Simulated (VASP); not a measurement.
# Mg (Fm-3m) in VASP: further runs

Mg is run at these levels: PBE; tasks: single point, relaxation of cell and atoms.

Everything below comes from runs of VASP 6.6.1. Logs are shortened: lines on timing, memory, paths and dates and some standing lists are left out, and cuts for length are marked.

**1. The cell of the first run**

It takes space group Fm-3m (No. 225, cubic). The conventional cell has a = 6.961 Å, b = 6.961 Å, c = 6.961 Å, α = 90.00°, β = 90.00°, γ = 90.00°. Within 4.0 Å of Mg (site symmetry -43m) lie 10 Mg at 3.01 to 3.48 Å. Within 4.0 Å of Mg (site symmetry m-3m) lie 8 Mg at 3.01 Å.

**2. Single point, PBE**

Input file INCAR:

```
SYSTEM = Mg
PREC = Accurate ; ENCUT = 600
EDIFF = 1E-6 ; ISMEAR = 0
SIGMA = 0.1 ; LREAL = .FALSE.
LASPH = .TRUE. ; NELM = 120
ALGO = Normal ; ISIF = 2
LWAVE = .FALSE. ; LCHARG = .FALSE.
GGA = PE ; NBANDS = 10
GGA_COMPAT = .FALSE.
```

Input file KPOINTS:

```
regular mesh
0
G
  4 4 4
  0 0 0
```

Input file POSCAR:

```
Mg
1.0
    0.0000000000      3.4804357882      3.4804357882
    3.4804357882      0.0000000000      3.4804357882
    3.4804357882      3.4804357882      0.0000000000
Mg
3
Direct
    0.2500000000      0.2500000000      0.2500000000
    0.7500000000      0.7500000000      0.7500000000
    0.5000000000      0.5000000000      0.5000000000
```

Potentials or basis: VASP PAW PBE potentials, release 64 (Mg).

Run with:

```console
$ cat potpaw_PBE.64/Mg/POTCAR > POTCAR
$ mpirun -np 1 vasp_std > vasp.out
```

OUTCAR:

```text
SYSTEM = Mg
   PREC = Accurate
   ENCUT = 600
   EDIFF = 1E-6
   ISMEAR = 0
   LREAL = .FALSE.
   LASPH = .TRUE.
   NELM = 120
   ISIF = 2
   GGA = PE

 ion  position               nearest neighbor table
   1  0.250  0.250  0.250-   3 3.01   3 3.01   3 3.01   3 3.01   2 3.48   2 3.48   2 3.48   2 3.48
                             2 3.48   2 3.48
   2  0.750  0.750  0.750-   3 3.01   3 3.01   3 3.01   3 3.01   1 3.48   1 3.48   1 3.48   1 3.48
                             1 3.48   1 3.48
   3  0.500  0.500  0.500-   1 3.01   1 3.01   1 3.01   1 3.01   2 3.01   2 3.01   2 3.01   2 3.01

  LATTYP: Found a face centered cubic cell.
 ALAT       =     6.9608715764

  Lattice vectors:

 A1 = (   0.0000000000,   3.4804357882,   3.4804357882)
 A2 = (   3.4804357882,   0.0000000000,   3.4804357882)
 A3 = (   3.4804357882,   3.4804357882,   0.0000000000)

Analysis of symmetry for initial positions (statically):
=====================================================================
 Subroutine PRICEL returns:
 Original cell was already a primitive cell.

 Routine SETGRP: Setting up the symmetry group for a
 face centered cubic supercell.

 Subroutine GETGRP returns: Found 48 space group operations
 (whereof 48 operations were pure point group operations)
 out of a pool of 48 trial point group operations.

The static configuration has the point symmetry O_h .

Analysis of symmetry for dynamics (positions and initial velocities):
=====================================================================
 Subroutine PRICEL returns:
 Original cell was already a primitive cell.

 Routine SETGRP: Setting up the symmetry group for a
 face centered cubic supercell.

 Subroutine GETGRP returns: Found 48 space group operations
 (whereof 48 operations were pure point group operations)
 out of a pool of 48 trial point group operations.

The dynamic configuration has the point symmetry O_h .

 Subroutine INISYM returns: Found 48 space group operations
 (whereof 48 operations are pure point group operations),
 and found     1 'primitive' translations

----------------------------------------------------------------------------------------

                                     Primitive cell

  volume of cell :      84.3201

  direct lattice vectors                    reciprocal lattice vectors
     0.000000000  3.480435788  3.480435788    -0.143660171  0.143660171  0.143660171
     3.480435788  0.000000000  3.480435788     0.143660171 -0.143660171  0.143660171
     3.480435788  3.480435788  0.000000000     0.143660171  0.143660171 -0.143660171

[... 77 lines left out ...]
   TEBEG  =    0.0;   TEEND  =   0.0 temperature during run
   PSTRESS=    0.0 pullay stress
   NELECT =       6.0000    total number of electrons
   NUPDOWN=      -1.0000    fix difference up-down
   EMIN   =  10.00;   EMAX   =-10.00  energy-range for DOS
   EFERMI =   0.00;   METHOD = LEGACY
   ISMEAR =     0;   SIGMA  =   0.10  broadening in eV -4-tet -1-fermi 0-gaus
   EFERMI_NEDOS =   21; number of points for ismear=-14 and -15
   IALGO  =     38    algorithm
   IMIX   =      4    mixing-type and parameters
     AMIX     =   0.40;   BMIX     =  1.00
     AMIX_MAG =   1.60;   BMIX_MAG =  1.00
  volume/ion in A,a.u.               =      28.11       189.67
  Fermi-wavevector in a.u.,A,eV,Ry     =   0.678393  1.281978  6.261641  0.460218
  Thomas-Fermi vector in A             =   1.756284
   LORBIT       =      0    0 simple, 1 ext, 2 COOP (PROOUT), +10 PAW based schemes
   GGA     = PE    functional components
   LHFCALC =     F    Hartree Fock is set to
   AEXX    =    0.0000 exact exchange contribution
   IVDW    =     0    specifies the selected vdW correction
   LEPSILON=     F    determine dielectric tensor
   LRPA    =     F    only Hartree local field effects (RPA)
 non-spin polarized calculation
 Gauss-broadening in eV      SIGMA  =   0.10
  energy-cutoff  :      600.00
  volume of cell :       84.32
 maximum number of plane-waves:      2832
   NGX = 19   NGY = 19   NGZ = 19

 number of electron       6.0000000 magnetization

 Free energy of the ion-electron system (eV)
  ---------------------------------------------------
  ext. energy  EPLUGINS =         0.00000000
  ---------------------------------------------------
  free energy    TOTEN  =        -3.62699375 eV

  energy without entropy =       -3.60194952  energy(sigma->0) =       -3.61447164

 E-fermi :   1.6413     XC(G=0):  -7.7734

 val. band max:        1.6349945288   @ k =   0.5000   0.2500   0.0000
 cond. band min:       1.7071297353   @ k =   0.2500   0.2500   0.0000
 fundamental gap:      0.0721352065
 Fermi energy:         1.6413398388

 k-point     1 :       0.0000    0.0000    0.0000
  band No.  band energies     occupation
      1      -4.6008      2.00000
      2       3.6711      0.00000
      3       3.6711      0.00000
      4       3.6711      0.00000
      5       4.0164      0.00000
      6       4.0164      0.00000
      7       4.0164      0.00000
      8       5.4871      0.00000
      9       6.8610      0.00000
     10       6.8968      0.00000
[... 79 lines left out ...]
 k-point     8 :      -0.2500    0.5000    0.2500
  band No.  band energies     occupation
      1      -1.3096      2.00000
      2      -0.9644      2.00000
      3      -0.9644      2.00000
      4       0.1437      2.00000
      5       4.8333      0.00000
      6       4.8333      0.00000
      7       5.4754      0.00000
      8       5.9390      0.00000
      9       9.1926      0.00000
     10      10.4970      0.00000

------------------------ aborting loop because EDIFF is reached ----------------------------------------

  FORCE on cell =-STRESS in cart. coord.  units (eV):
  Direction    XX          YY          ZZ          XY          YZ          ZX
  --------------------------------------------------------------------------------------
  -------------------------------------------------------------------------------------
  Total        0.0398932      0.0398932      0.0398932      0.0000000      0.0000000      0.0000000
  in kB        0.7580168      0.7580168      0.7580168      0.0000000      0.0000000      0.0000000
  external PRESSURE =       0.7580168 kB  Pullay stress =       0.0000000 kB

 VOLUME and BASIS-vectors are now :
 -----------------------------------------------------------------------------
  energy-cutoff  :      600.00
  volume of cell :       84.32
      direct lattice vectors                 reciprocal lattice vectors
     0.000000000  3.480435788  3.480435788    -0.143660171  0.143660171  0.143660171
     3.480435788  0.000000000  3.480435788     0.143660171 -0.143660171  0.143660171
     3.480435788  3.480435788  0.000000000     0.143660171  0.143660171 -0.143660171

 POSITION                                       TOTAL-FORCE (eV/Angst)
 -----------------------------------------------------------------------------------
      1.74022      1.74022      1.74022        -0.000000     -0.000000     -0.000000
      5.22065      5.22065      5.22065         0.000000      0.000000      0.000000
      3.48044      3.48044      3.48044        -0.000000      0.000000     -0.000000
 -----------------------------------------------------------------------------------
    total drift:                                0.000000     -0.000000     -0.000000

  FREE ENERGIE OF THE ION-ELECTRON SYSTEM (eV)
  ---------------------------------------------------
  free  energy   TOTEN  =        -3.6269937494 eV

  energy  without entropy=       -3.6019495231  energy(sigma->0) =       -3.61447164
```

stdout:

```text
POSCAR found type information on POSCAR Mg
 POSCAR found :  1 types and       3 ions
 scaLAPACK will be used
 LDA part: xc-table for (Slater+PW92), standard interpolation
 POSCAR, INCAR and KPOINTS ok, starting setup
 FFT: planning ... GRIDC
 FFT: planning ... GRID_SOFT
 FFT: planning ... GRID
 WAVECAR not read
 entering main loop
```

It took 25 s on 1 thread of AMD EPYC 7R13, shared host; peak memory 0.19 GiB.

What came out:

```
Free energy            : -3.6270 eV
Pressure               : 0.1 GPa
Band gap on the k mesh : zero (band 3 reaches 3.67 eV, above the bottom of band 4 at 0.14 eV)
```

Caveat: the k points lie up to 0.39 Å⁻¹ apart.

**3. Relaxation of cell and atoms, PBE**

This run uses another cell than the first one, of 24.33 Å³/atom, 0.866 times its volume.

Input file INCAR:

```
SYSTEM = Mg
ALGO = Normal ; EDIFF = 1E-7
EDIFFG = -0.04 ; ENCUT = 600
GGA = PE ; GGA_COMPAT = .False.
IBRION = 2 ; ISIF = 3
ISMEAR = 0 ; LASPH = .True.
LCHARG = .False. ; LREAL = .False.
LWAVE = .False. ; NELM = 120
NELMIN = 4 ; NSW = 90
PREC = Accurate ; SIGMA = 0.1
```

Input file KPOINTS:

```
k-points
0
Gamma
  4 4 4
  0 0 0
```

Input file POSCAR:

```
Mg
1.0
    0.0000000000      3.3171880000      3.3171880000
    3.3171880000      0.0000000000      3.3171880000
    3.3171880000      3.3171880000      0.0000000000
Mg
3
Direct
    0.2500000000      0.2500000000      0.2500000000
    0.7500000000      0.7500000000      0.7500000000
    0.5000000000      0.5000000000      0.5000000000
```

Potentials or basis: VASP PAW PBE potentials, release 64 (Mg).

Run with:

```console
$ cat potpaw_PBE.64/Mg/POTCAR > POTCAR
$ mpirun -np 1 vasp_std > vasp.out
```

It took 57 s on 1 thread of AMD EPYC 7R13, shared host; peak memory 0.2 GiB.

The run converged. Its results:

- Free energy: -3.6268 eV
- Relaxed volume: 28.33 Å³/atom
- Relaxed cell: a = 4.935 Å, b = 4.935 Å, c = 4.935 Å, α = 60.00°, β = 60.00°, γ = 60.00°
- Space group after relaxing (to 0.05 Å): Fm-3m (No. 225)
- Energy gained by relaxing: 52.0 meV/atom
- Ionic steps: 3
- Pressure after relaxing: -0.1 GPa
- Band gap on the k mesh: zero (band 3 reaches 3.63 eV, above the bottom of band 4 at 0.12 eV)

The path:
```tsv
step	energy change (eV)	largest force (eV/Å)	pressure (GPa)	volume (Å³)
1	0.0000	0.0000	4.84	73.00
2	-0.1440	0.0000	1.15	81.06
3	-0.1560	0.0000	-0.12	85.00
```

Final structure:
```cif
data_structure
_symmetry_space_group_name_H-M 'P 1'
_symmetry_Int_Tables_number 1
_cell_length_a 4.9352
_cell_length_b 4.9352
_cell_length_c 4.9352
_cell_angle_alpha 60.000
_cell_angle_beta 60.000
_cell_angle_gamma 60.000
_cell_volume 85.00
loop_
_atom_site_label
_atom_site_type_symbol
_atom_site_fract_x
_atom_site_fract_y
_atom_site_fract_z
_atom_site_occupancy
Mg1 Mg 0.25000 0.25000 0.25000 1
Mg2 Mg 0.75000 0.75000 0.75000 1
Mg3 Mg 0.50000 0.50000 0.50000 1
```

Levels at points of the mesh, in eV from the Fermi level:
| k point | band 1 | band 2 | band 3 | band 4 | band 5 | band 6 | band 7 |
| --- | --- | --- | --- | --- | --- | --- | --- |
| (0.00, 0.00, 0.00) | -6.21 | 2.02 | 2.02 | 2.02 | 2.37 | 2.37 | 2.37 |
| (0.50, 0.00, 0.00) | -4.29 | -3.56 | 1.11 | 1.11 | 2.17 | 2.17 | 2.25 |
| (0.50, 0.50, 0.00) | -3.35 | -3.17 | -0.51 | -0.51 | -0.25 | 1.19 | 7.34 |

Caveat: the k points lie up to 0.39 Å⁻¹ apart in the final cell; the volume moved by over 15 % at a fixed basis, so the end points are rough.
